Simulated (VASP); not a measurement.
A run of VASP 6.6.1 is set up as follows.

Contents of INCAR:

```
PREC = Accurate
ENCUT = 600
EDIFF = 1E-6
ISMEAR = 0
SIGMA = 0.05
LREAL = F
LASPH = T
NELM = 200
ALGO = Normal
ISIF = 2
LWAVE = F
LCHARG = T
ISPIN = 2
MAGMOM = 1 0 0 0 0 0 0 0 0 0 0 0 0 0 0 0 0
LORBIT = 11
NUPDOWN = 1.0
LMAXMIX = 4
LDAU = T
LDAUTYPE = 2
LDAUL = 2 -1
LDAUU = 4 0
LDAUJ = 0 0
LDAUPRINT = 1
GGA = PS
LELF = T
LVHAR = T
NBANDS = 134
GGA_COMPAT = F
```

KPOINTS

```
regular mesh
0
Gamma
  3 3 3
```

File POSCAR:

```
FeGe16
1.0
    0.0000000000      5.6575400000      5.6575400000
    5.6575400000      0.0000000000      5.6575400000
    5.6575400000      5.6575400000      0.0000000000
Fe Ge
1 16
Direct
    0.2500000000      0.2500000000      0.2500000000
    1.0000000000      1.0000000000      0.0000000000
    0.9976125891      0.9976125891      0.5023874109
    0.9976125891      0.5023874109      0.9976125891
    0.9976125891      0.5023874109      0.5023874109
    0.5023874109      0.9976125891      0.9976125891
    0.5023874109      0.9976125891      0.5023874109
    0.5023874109      0.5023874109      0.9976125891
    0.5000000000      0.5000000000      0.5000000000
    0.1242205332      0.1242205332      0.1242205332
    0.1242205332      0.1242205332      0.6273384004
    0.1242205332      0.6273384004      0.1242205332
    0.1277661185      0.6240779605      0.6240779605
    0.6273384004      0.1242205332      0.1242205332
    0.6240779605      0.1277661185      0.6240779605
    0.6240779605      0.6240779605      0.1277661185
    0.6240779605      0.6240779605      0.6240779605
```

Potentials or basis: VASP PAW PBE potentials, release 64 (Fe, Ge_d).

Launch:

```console
$ cat potpaw_PBE.64/Fe/POTCAR potpaw_PBE.64/Ge_d/POTCAR > POTCAR
$ mpirun -np 1 vasp_std > vasp.out
```

Task: What does it give for the largest force?

Result: 0.174 eV/Å.

Task: What does it give for the pressure?

Result: 2.1 GPa.

Forces on the atoms (eV/Å):
```
Fe   0.000  0.000  0.000
Ge   0.000  0.000  0.000
Ge   0.000  0.000  0.021
Ge   0.000  0.021  0.000
Ge  -0.021  0.000  0.000
Ge   0.021  0.000  0.000
Ge   0.000 -0.021  0.000
Ge   0.000  0.000 -0.021
Ge   0.000  0.000  0.000
Ge   0.101  0.101  0.101
Ge  -0.101 -0.101  0.101
Ge  -0.101  0.101 -0.101
Ge   0.003 -0.003 -0.003
Ge   0.101 -0.101 -0.101
Ge  -0.003  0.003 -0.003
Ge  -0.003 -0.003  0.003
Ge   0.003  0.003  0.003
```

Caveat: the PAW data sets were made with another functional, which shifts forces and pressure a little; the total moment is fixed, so each spin has its own Fermi level; the U is typed as a test and isn't derived for this compound. The state reached can hang on the start; a lower one may exist.
